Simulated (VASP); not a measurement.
# CdS in VASP: further runs, part 2 of 2

VASP 6.6.1.

## (4) Electric field gradients, PBEsol (equal xy, yz and zx shear strains of +1 %)

The input, INCAR:

```
ALGO = Normal
EDIFF = 1E-8
ENCUT = 520
GGA = PS
ISIF = 2
ISMEAR = -1
LASPH = True
LCHARG = False
LEFG = True
LREAL = False
LWAVE = False
NBANDS = 26
NELM = 60
PREC = Accurate
SIGMA = 0.01
```

The input, KPOINTS:

```
k-points
0
Gamma
  7 7 4
```

The input, POSCAR:

```
CdS
1.0
    4.1347992034      0.0206739960      0.0206739960
   -2.0494953960      3.5705041517      0.0075672077
    0.0337450000      0.0337450000      6.7490000000
Cd S
2 2
Direct
    0.3333333333      0.6666666667      0.0000000000
    0.6666666667      0.3333333333      0.5000000000
    0.3333333333      0.6666666667      0.3850000000
    0.6666666667      0.3333333333      0.8850000000
```

Potentials or basis: VASP PAW PBE potentials, release 64 (Cd, S).

Launch:

```
$ cat potpaw_PBE.64/Cd/POTCAR potpaw_PBE.64/S/POTCAR > POTCAR
$ mpirun -np 1 vasp_std > vasp.out
```

OUTCAR:

```text
EDIFF = 1E-8
   ENCUT = 520
   GGA = PS
   ISIF = 2
   ISMEAR = -1
   LASPH = True
   LREAL = False
   NELM = 60
   PREC = Accurate

 ion  position               nearest neighbor table
   1  0.333  0.667  0.000-   4 2.50   4 2.50   4 2.53   3 2.60
   2  0.667  0.333  0.500-   3 2.50   3 2.51   3 2.52   4 2.60
   3  0.333  0.667  0.385-   2 2.50   2 2.51   2 2.52   1 2.60
   4  0.667  0.333  0.885-   1 2.50   1 2.50   1 2.53   2 2.60

  LATTYP: Found a triclinic cell.
 ALAT       =     4.1528123029
 B/A-ratio  =     0.9913558883
 C/A-ratio  =     1.6252043749
 COS(alpha) =     0.0036852528
 COS(beta)  =     0.0136346634
[... 926 lines left out ...]
 ion       V_xx      V_yy      V_zz      V_xy      V_xz      V_yz
---------------------------------------------------------------------
   1     -14.070   -21.262    35.332     6.744     3.543    -0.022
   2     -21.253   -14.001    35.254    -0.478    -3.544     0.020
   3       3.601     2.978    -6.579     1.667     2.133     1.449
   4       3.004     3.557    -6.561     1.079     0.763     1.446
---------------------------------------------------------------------

 Electric field gradients after diagonalization (V/A^2)
 (convention: |V_zz| > |V_xx| > |V_yy|)
----------------------------------------------------------------------
 ion       V_xx      V_yy      V_zz     asymmetry (V_yy - V_xx)/ V_zz
----------------------------------------------------------------------
   1     -25.366   -10.224    35.589       0.425
   2     -21.505   -13.971    35.476       0.212
   3       5.530     1.600    -7.130       0.551
   4       4.627     2.175    -6.801       0.360
----------------------------------------------------------------------

           NMR quadrupolar parameters

 Cq : quadrupolar parameter    Cq=e*Q*V_zz/h
 eta: asymmetry parameters     (V_yy - V_xx)/ V_zz
 Q  : nuclear electric quadrupole moment in mb (millibarn)
----------------------------------------------------------------------
 ion       Cq(MHz)       eta       Q (mb)
----------------------------------------------------------------------
   1       0.086       0.425       1.000
   2       0.086       0.212       1.000
   3      -0.017       0.551       1.000
   4      -0.016       0.360       1.000
----------------------------------------------------------------------
```

OSZICAR:

```text
N       E                     dE             d eps       ncg     rms          rms(c)
DAV:   1     0.246855035416E+03    0.24686E+03   -0.17585E+04  5148   0.127E+03
DAV:   2    -0.867881703351E+00   -0.24772E+03   -0.23892E+03  5586   0.319E+02
DAV:   3    -0.144705076351E+02   -0.13603E+02   -0.13517E+02  6256   0.748E+01
DAV:   4    -0.146109803478E+02   -0.14047E+00   -0.14034E+00  5820   0.734E+00
DAV:   5    -0.146130704704E+02   -0.20901E-02   -0.20900E-02  6080   0.896E-01    0.109E+01
DAV:   6    -0.136427871146E+02    0.97028E+00   -0.18176E+00  6898   0.150E+01    0.860E+00
DAV:   7    -0.136209611650E+02    0.21826E-01   -0.65136E-01  5404   0.439E+00    0.378E+00
DAV:   8    -0.136144435503E+02    0.65176E-02   -0.88670E-02  5556   0.300E+00    0.501E-01
DAV:   9    -0.136128904844E+02    0.15531E-02   -0.14923E-02  5852   0.154E+00    0.147E-01
DAV:  10    -0.136128888846E+02    0.15998E-05   -0.11057E-03  5670   0.352E-01    0.907E-02
DAV:  11    -0.136129330659E+02   -0.44181E-04   -0.13470E-04  5826   0.726E-02    0.737E-02
DAV:  12    -0.136129910020E+02   -0.57936E-04   -0.87330E-05  5254   0.487E-02    0.460E-02
DAV:  13    -0.136129878207E+02    0.31813E-05   -0.15668E-05  6250   0.345E-02    0.668E-03
DAV:  14    -0.136129885193E+02   -0.69862E-06   -0.11160E-06  5480   0.109E-02    0.202E-03
DAV:  15    -0.136129885929E+02   -0.73592E-07   -0.52640E-07  5548   0.396E-03    0.252E-03
DAV:  16    -0.136129885428E+02    0.50043E-07   -0.56334E-08  6292   0.244E-03    0.570E-04
DAV:  17    -0.136129885441E+02   -0.12083E-08   -0.32780E-09  2952   0.488E-04
   1 F= -.13612989E+02 E0= -.13612989E+02  d E =-.326601E-13
```

stdout:

```text
POSCAR found type information on POSCAR CdS
 POSCAR found :  2 types and       4 ions
 scaLAPACK will be used
 -----------------------------------------------------------------------------
|                                                                             |
|                                                                             |
|     You enforced a specific xc type in the INCAR file but a different       |
|     I HOPE YOU KNOW WHAT YOU ARE DOING!                                     |
|                                                                             |
 -----------------------------------------------------------------------------

 LDA part: xc-table for (Slater+PW92), standard interpolation
 POSCAR, INCAR and KPOINTS ok, starting setup
 FFT: planning ... GRIDC
 FFT: planning ... GRID_SOFT
 FFT: planning ... GRID
 WAVECAR not read
 entering main loop
ion   1
     0.0000561     0.0579080     0.0082362     0.3645568     0.0334623     0.0258843
     0.0000772     0.0579080     0.0082362     0.3645568     0.0334623     0.0258843
     0.0001064     0.0579080     0.0082362     0.3645568     0.0334623     0.0258843
     0.0001465     0.0579080     0.0082362     0.3645568     0.0334623     0.0258843
[... 34 lines left out ...]
     0.0000369    -1.0409470    -1.3481510     5.1450943    -0.7327783     0.2386213
     0.0000508    -1.0409453    -1.3481487     5.1450850    -0.7327771     0.2386208
     0.0000700    -1.0409424    -1.3481448     5.1450695    -0.7327751     0.2386200
     0.0000964    -1.0409377    -1.3481384     5.1450441    -0.7327717     0.2386188
```

Run time: 3.7 min. Hardware: 1 thread of Intel Xeon 8259CL, shared host; peak memory 0.36 GiB.

What came out:

```
Free energy                             : -13.6130 eV
Pressure                                : -0.2 GPa
Largest force                           : 0.282 eV/Å
Band gap on the k mesh                  : 1.07 eV
Largest electric field gradient by atom : Cd +35.6, +35.5; S -7.1, -6.8 V/Å²
```

Forces on the atoms (eV/Å):
```
Cd  -0.099 -0.037  0.256
Cd   0.022 -0.039  0.255
S   -0.033  0.039 -0.254
S    0.110  0.037 -0.257
```

Stress tensor (GPa, compression positive):
```
 0.56 -0.43 -0.24
-0.43  0.55 -0.24
-0.24 -0.24 -1.58
```

Levels at points of the mesh, in eV from the valence-band top:
```tsv
k point	band 15	band 16	band 17	band 18	band 19	band 20	band 21	band 22
(0.00, 0.00, 0.00)	-0.71	-0.07	-0.02	0.00	1.07	2.59	6.33	6.42
(0.00, 0.00, 0.50)	-0.41	-0.39	-0.37	-0.36	2.69	2.70	5.99	6.00
```

Electric field gradients, principal values (V/Å²):
| atom | least | middle | greatest (by size) |
| --- | --- | --- | --- |
| 1 Cd | -10.224 | -25.366 | 35.589 |
| 2 Cd | -13.971 | -21.505 | 35.476 |
| 3 S | 1.600 | 5.530 | -7.130 |
| 4 S | 2.175 | 4.627 | -6.801 |

Caveat: the cell differs from its parent crystal (equal xy, yz and zx shear strains of +1 %); without QUAD_EFG the Cq values of the log hold for a quadrupole moment of 1 mb, not for the nuclei; the PAW data sets were made with another functional, which shifts forces and pressure a little.
